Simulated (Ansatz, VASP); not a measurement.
# One calculation of CdSb3O, two programs

```
CELL_PARAMETERS angstrom
5.07395 0.00000 0.00000
0.00000 5.07395 0.00000
0.00000 0.00000 5.07395
ATOMIC_POSITIONS crystal
Cd 0.50000 0.50000 0.50000
Sb 0.00000 0.50000 0.50000
Sb 0.50000 0.00000 0.50000
Sb 0.50000 0.50000 0.00000
O 0.00000 0.00000 0.00000
```

Change from the starting cell: species swapped into the RbPbF3 type (Pm-3m, No. 221).

Alike in both runs: task single point; functional PBE; k mesh 4 × 4 × 4; occupations gaussian, width 0.1 eV; no spin polarisation.

|  | VASP | Ansatz |
| --- | --- | --- |
| version | VASP 6.6.1 | Ansatz 0.2.0 |
| potentials or method | VASP PAW PBE potentials, release 64 (Cd, Sb, O), cutoff 520 eV | scalar-relativistic, plane waves, PAW |
| valence electrons in the cell | 33 | 71 |

```csv
,VASP,Ansatz,Ansatz less VASP
gap on the k mesh at the Fermi level (eV),none,none,-
pressure (GPa),13.6,13.6,-0.01
```

A gap of «none» marks a metal or a gap that the smearing closes. With one functional, cell and mesh, what is left measures potentials, basis and numerics. VASP's potentials hold 33 valence electrons a cell and Ansatz's 71, so a difference there can come from the potentials and not from the codes.

Spin-orbit coupling is off throughout.
